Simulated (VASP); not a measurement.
Write the native input for VASP 6.6.1 that does the following.

| Item | Value |
| --- | --- |
| Task | relaxation of shape and atoms at fixed volume |
| Functional | PBEsol |
| Potentials or basis | VASP PAW PBE potentials, release 64 (Hf_pv, B) |
| Cutoff | 600 eV |
| k mesh | 12 × 12 × 10 |
| Occupations | gaussian, width 0.05 eV |
| Spin | no spin polarisation |
| Dipole correction | no |
| Further INCAR settings | ALGO = Normal; EDIFF = 1e-06; IBRION = 2; EDIFFG = -0.01; NSW = 60; ISIF = 4 |

The structure of HfB2 lies in POSCAR:

```
HfB2
1.0
    3.1065586100      0.0000000000      0.0000000000
   -1.5532793050      2.6903586747      0.0000000000
    0.0000000000      0.0000000000      3.4235590786
Hf B
1 2
Direct
    0.0000000000      0.0000000000      0.0000000000
    0.3333333333      0.6666666667      0.5000000000
    0.6666666667      0.3333333333      0.5000000000
```

This cell differs from its parent crystal: volume scaled by 0.980.

The input as run:

INCAR

```
ALGO = Normal
EDIFF = 1E-6
EDIFFG = -0.01
ENCUT = 600
GGA = PS
IBRION = 2
ISIF = 4
ISMEAR = 0
LASPH = True
LCHARG = False
LREAL = False
LWAVE = False
NELM = 60
NSW = 60
PREC = Accurate
SIGMA = 0.05
```

KPOINTS

```
k-points
0
Gamma
  12 12 10
```

Potentials or basis: VASP PAW PBE potentials, release 64 (Hf_pv, B).

The run is started by

```console
$ cat potpaw_PBE.64/Hf_pv/POTCAR potpaw_PBE.64/B/POTCAR > POTCAR
$ mpirun -np 1 vasp_std > vasp.out
```

It gave:

The pressure after relaxing is 5.5 GPa and the band gap on the k mesh is zero (band 8 reaches 8.66 eV, above the bottom of band 9 at 7.28 eV).

Caveat: the relaxation stopped at its first step, so nothing moved; the PAW data sets were made with another functional, which shifts forces and pressure a little; spin-orbit coupling is left out, which moves the levels of the heavy elements.

Wall time 20 s on 1 thread of Intel(R) Xeon(R) 6975P-C (Granite Rapids) (shared host), peak memory 0.19 GiB.
